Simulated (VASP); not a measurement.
# S (Fm-3m) in VASP: single point with PBEsol

Aim: the single point of S with PBEsol.

Everything below comes from runs of VASP 6.6.1. Logs are shortened: lines on timing, memory, paths and dates and some standing lists are left out, and cuts for length are marked.

### 1 The cell of the first run

The structure is cubic, space group Fm-3m (No. 225). The conventional cell has a = 3.914 Å, b = 3.914 Å, c = 3.914 Å, α = 90.00°, β = 90.00°, γ = 90.00°. S (site symmetry m-3m) has 12 S at 2.77 Å within 3.6 Å.

### 2 Single point, PBEsol

INCAR

```
  ALGO = Normal
  EDIFF = 1E-6
  ENCUT = 520
  GGA = PS
  ISIF = 2
  ISMEAR = -1
  LASPH = True
  LCHARG = False
  LREAL = False
  LWAVE = False
  NBANDS = 9
  NELM = 80
  PREC = Accurate
  SIGMA = 0.13605693000000002
```

KPOINTS

```
k-points
0
Gamma
  14 14 14
```

POSCAR

```
S
1.0
    0.0000000000      1.9569987386      1.9569987386
    1.9569987386      0.0000000000      1.9569987386
    1.9569987386      1.9569987386      0.0000000000
S
1
Direct
    0.0000000000      0.0000000000      0.0000000000
```

Potentials or basis: VASP PAW PBE potentials, release 64 (S).

Launch:

```bash
$ cat potpaw_PBE.64/S/POTCAR > POTCAR
$ mpirun -np 1 vasp_std > vasp.out
```

OUTCAR:

```text
EDIFF = 1E-6
   ENCUT = 520
   GGA = PS
   ISIF = 2
   ISMEAR = -1
   LASPH = True
   LREAL = False
   NELM = 80
   PREC = Accurate

 ion  position               nearest neighbor table
   1  0.000  0.000  0.000-

  LATTYP: Found a face centered cubic cell.
 ALAT       =     3.9139974772

  Lattice vectors:

 A1 = (   0.0000000000,   1.9569987386,   1.9569987386)
 A2 = (   1.9569987386,   0.0000000000,   1.9569987386)
 A3 = (   1.9569987386,   1.9569987386,   0.0000000000)

Analysis of symmetry for initial positions (statically):
=====================================================================
 Subroutine PRICEL returns:
 Original cell was already a primitive cell.

 Routine SETGRP: Setting up the symmetry group for a
 face centered cubic supercell.

 Subroutine GETGRP returns: Found 48 space group operations
 (whereof 48 operations were pure point group operations)
 out of a pool of 48 trial point group operations.

The static configuration has the point symmetry O_h .

Analysis of symmetry for dynamics (positions and initial velocities):
=====================================================================
 Subroutine PRICEL returns:
 Original cell was already a primitive cell.

 Routine SETGRP: Setting up the symmetry group for a
 face centered cubic supercell.

 Subroutine GETGRP returns: Found 48 space group operations
 (whereof 48 operations were pure point group operations)
 out of a pool of 48 trial point group operations.

The dynamic configuration has the point symmetry O_h .

 Subroutine INISYM returns: Found 48 space group operations
 (whereof 48 operations are pure point group operations),
 and found     1 'primitive' translations

----------------------------------------------------------------------------------------

                                     Primitive cell

  volume of cell :      14.9900

  direct lattice vectors                    reciprocal lattice vectors
     0.000000000  1.956998739  1.956998739    -0.255493266  0.255493266  0.255493266
     1.956998739  0.000000000  1.956998739     0.255493266 -0.255493266  0.255493266
     1.956998739  1.956998739  0.000000000     0.255493266  0.255493266 -0.255493266

  length of vectors
     2.767614158  2.767614158  2.767614158     0.442527318  0.442527318  0.442527318

  position of ions in fractional coordinates (direct lattice)
     0.000000000  0.000000000  0.000000000

  ion indices of the primitive-cell ions
   primitive index   ion index
                 1           1

----------------------------------------------------------------------------------------

 KPOINTS: k-points

Automatic generation of k-mesh.
 Grid dimensions read from file:
 generate k-points for:   14   14   14

 Generating k-lattice:

  Cartesian coordinates                     Fractional coordinates (reciprocal lattice)
    -0.018249519  0.018249519  0.018249519     0.071428571  0.000000000  0.000000000
     0.018249519 -0.018249519  0.018249519     0.000000000  0.071428571  0.000000000
     0.018249519  0.018249519 -0.018249519     0.000000000  0.000000000  0.071428571

  Length of vectors
     0.031609094  0.031609094  0.031609094

  Shift w.r.t. Gamma in fractional coordinates (k-lattice)
     0.000000000  0.000000000  0.000000000

 Subroutine IBZKPT returns following result:
 ===========================================

 Found    104 irreducible k-points:

 Following reciprocal coordinates:
            Coordinates               Weight
  0.000000  0.000000  0.000000      1.000000
  0.071429  0.000000  0.000000      8.000000
  0.142857  0.000000  0.000000      8.000000
  0.214286  0.000000  0.000000      8.000000
  0.285714  0.000000  0.000000      8.000000
  0.357143  0.000000  0.000000      8.000000
[... 16 lines left out ...]
  0.214286  0.142857  0.000000     24.000000
  0.285714  0.142857  0.000000     24.000000
 [... further k-points ...]
   k-points           NKPTS =    104   k-points in BZ     NKDIM =    104   number of bands    NBANDS=      9
   number of dos      NEDOS =    301   number of ions     NIONS =      1
   total plane-waves  NPLWV =  13824
   dimension x,y,z NGX =    24 NGY =   24 NGZ =   24
   dimension x,y,z NGXF=    48 NGYF=   48 NGZF=   48
   ions per type =               1
   NGX,Y,Z   is equivalent  to a cutoff of  14.42, 14.42, 14.42 a.u.
   NGXF,Y,Z  is equivalent  to a cutoff of  28.83, 28.83, 28.83 a.u.
 SYSTEM =  unknown system
   PREC   = accura    normal or accurate (medium, high low for compatibility)
   ISTART =      0    job   : 0-new  1-cont  2-samecut
   ICHARG =      2    charge: 1-file 2-atom 10-const
   ISPIN  =      1    spin polarized calculation?
   LNONCOLLINEAR =      F non collinear calculations
   LSORBIT =      F    spin-orbit coupling
   LASPH  =      T    aspherical Exc in radial PAW
   ENCUT  =  520.0 eV  38.22 Ry    6.18 a.u.   5.15  5.15  5.15*2*pi/ulx,y,z
   NELM   =     80;   NELMIN=  2; NELMDL= -5     # of ELM steps
   EDIFF  = 0.1E-05   stopping-criterion for ELM
   LREAL  =      F    real-space projection
   EDIFFG = 0.1E-04   stopping-criterion for IOM
   NSW    =      0    number of steps for IOM
   IBRION =     -1    ionic relax: 0-MD 1-quasi-New 2-CG
   NFREE  =      0    steps in history (QN), initial steepest desc. (CG)
   ISIF   =      2    stress and relaxation
   ISYM   =      2    0-nonsym 1-usesym 2-fastsym
   POTIM  = 0.5000    time-step for ionic-motion
   TEBEG  =    0.0;   TEEND  =   0.0 temperature during run
   PSTRESS=    0.0 pullay stress
   NELECT =       6.0000    total number of electrons
   NUPDOWN=      -1.0000    fix difference up-down
   EMIN   =  10.00;   EMAX   =-10.00  energy-range for DOS
   EFERMI =   0.00;   METHOD = LEGACY
   ISMEAR =    -1;   SIGMA  =   0.14  broadening in eV -4-tet -1-fermi 0-gaus
   EFERMI_NEDOS =   21; number of points for ismear=-14 and -15
   IALGO  =     38    algorithm
   IMIX   =      4    mixing-type and parameters
     AMIX     =   0.40;   BMIX     =  1.00
     AMIX_MAG =   1.60;   BMIX_MAG =  1.00
  volume/ion in A,a.u.               =      14.99       101.16
  Fermi-wavevector in a.u.,A,eV,Ry     =   1.206493  2.279941 19.804976  1.455625
  Thomas-Fermi vector in A             =   2.342158
   LORBIT       =      0    0 simple, 1 ext, 2 COOP (PROOUT), +10 PAW based schemes
   GGA     = PS    functional components
   LHFCALC =     F    Hartree Fock is set to
   AEXX    =    0.0000 exact exchange contribution
   IVDW    =     0    specifies the selected vdW correction
   LEPSILON=     F    determine dielectric tensor
   LRPA    =     F    only Hartree local field effects (RPA)
 non-spin polarized calculation
  energy-cutoff  :      520.00
  volume of cell :       14.99
 maximum number of plane-waves:       415
 NGX is ok and might be reduce to    24
   NGX = 11   NGY = 11   NGZ = 11

 number of electron       6.0000001 magnetization

 Free energy of the ion-electron system (eV)
  ---------------------------------------------------
  ext. energy  EPLUGINS =         0.00000000
  ---------------------------------------------------
  free energy    TOTEN  =        -3.35877915 eV

  energy without entropy =       -3.31087625  energy(sigma->0) =       -3.33482770

 E-fermi :   8.2368     XC(G=0): -11.5670

 val. band max:        8.2351156869   @ k =   0.3571   0.2143   0.0000
 cond. band min:       8.2751847113   @ k =   0.5000   0.1429   0.0000
 fundamental gap:      0.0400690243
 Fermi energy:         8.2367746162

 k-point     1 :       0.0000    0.0000    0.0000
  band No.  band energies     occupation
      1      -9.0839      2.00000
      2      11.7400      0.00000
      3      11.7400      0.00000
      4      11.7400      0.00000
      5      20.3479      0.00000
      6      20.3479      0.00000
      7      20.3479      0.00000
      8      23.3180      0.00000
      9      26.0038      0.00000

 k-point     2 :       0.0714    0.0000    0.0000
  band No.  band energies     occupation
      1      -8.9556      2.00000
      2      11.0014      0.00000
      3      11.6377      0.00000
      4      11.6377      0.00000
      5      20.1229      0.00000
      6      20.5749      0.00000
      7      20.5749      0.00000
      8      23.7241      0.00000
      9      25.5961      0.00000

 k-point     3 :       0.1429    0.0000    0.0000
  band No.  band energies     occupation
      1      -8.5737      2.00000
      2       9.2099      0.00156
      3      11.3776      0.00000
      4      11.3776      0.00000
      5      19.5604      0.00000
      6      21.0660      0.00000
      7      21.0660      0.00000
      8      24.8123      0.00000
      9      24.9063      0.00000

 k-point     4 :       0.2143    0.0000    0.0000
  band No.  band energies     occupation
      1      -7.9479      2.00000
      2       6.9982      1.99978
      3      11.0558      0.00000
      4      11.0558      0.00000
      5      18.9477      0.00000
      6      21.1980      0.00000
      7      21.1980      0.00000
      8      24.9564      0.00000
      9      24.9564      0.00000
[... 205 lines left out ...]
 k-point    22 :       0.1429    0.1429    0.0000
  band No.  band energies     occupation
      1      -8.4030      2.00000
      2       9.9782      0.00001
      3      10.4811      0.00000
      4      10.4811      0.00000
      5      18.1178      0.00000
      6      21.5365      0.00000
      7      22.3944      0.00000
      8      22.3944      0.00000
      9      26.0232      0.00000

 k-point    23 :       0.2143    0.1429    0.0000
  band No.  band energies     occupation
      1      -7.9418      2.00000
      2       8.4298      0.38978
      3      10.0174      0.00000
      4      10.2695      0.00000
      5      17.7275      0.00000
      6      20.3236      0.00000
      7      22.8713      0.00000
      8      23.1213      0.00000
      9      26.8746      0.00000

 k-point    24 :       0.2857    0.1429    0.0000
  band No.  band energies     occupation
      1      -7.2456      2.00000
      2       6.3905      2.00000
      3       9.6609      0.00006
      4       9.8531      0.00001
      5      17.7159      0.00000
      6      19.7865      0.00000
      7      22.9828      0.00000
      8      23.1260      0.00000
      9      27.6568      0.00000

 [... further k-points ...]
[... 5 lines left out ...]
  --------------------------------------------------------------------------------------
  -------------------------------------------------------------------------------------
  Total       -0.0271551     -0.0271551     -0.0271551     -0.0000000     -0.0000000      0.0000000
  in kB       -2.9024258     -2.9024258     -2.9024258     -0.0000000     -0.0000000      0.0000000
  external PRESSURE =      -2.9024258 kB  Pullay stress =       0.0000000 kB

 VOLUME and BASIS-vectors are now :
 -----------------------------------------------------------------------------
  energy-cutoff  :      520.00
  volume of cell :       14.99
      direct lattice vectors                 reciprocal lattice vectors
     0.000000000  1.956998739  1.956998739    -0.255493266  0.255493266  0.255493266
     1.956998739  0.000000000  1.956998739     0.255493266 -0.255493266  0.255493266
     1.956998739  1.956998739  0.000000000     0.255493266  0.255493266 -0.255493266

 POSITION                                       TOTAL-FORCE (eV/Angst)
 -----------------------------------------------------------------------------------
      0.00000      0.00000      0.00000         0.000000      0.000000      0.000000
 -----------------------------------------------------------------------------------
    total drift:                                0.000000     -0.000000     -0.000000

  FREE ENERGIE OF THE ION-ELECTRON SYSTEM (eV)
  ---------------------------------------------------
  free  energy   TOTEN  =        -3.3587791487 eV

  energy  without entropy=       -3.3108762525  energy(sigma->0) =       -3.33482770
```

It took 5.2 s on 1 thread of Intel Xeon Platinum 8488C (Sapphire Rapids), shared host; peak memory 0.13 GiB.

Results:

| Quantity | Value |
| --- | --- |
| Free energy | -3.3588 eV |
| Pressure | -0.3 GPa |
| Band gap on the k mesh | zero (band 3 reaches 11.74 eV, above the bottom of band 4 at 5.46 eV) |

Caveat: the PAW data sets were made with another functional, which shifts forces and pressure a little.
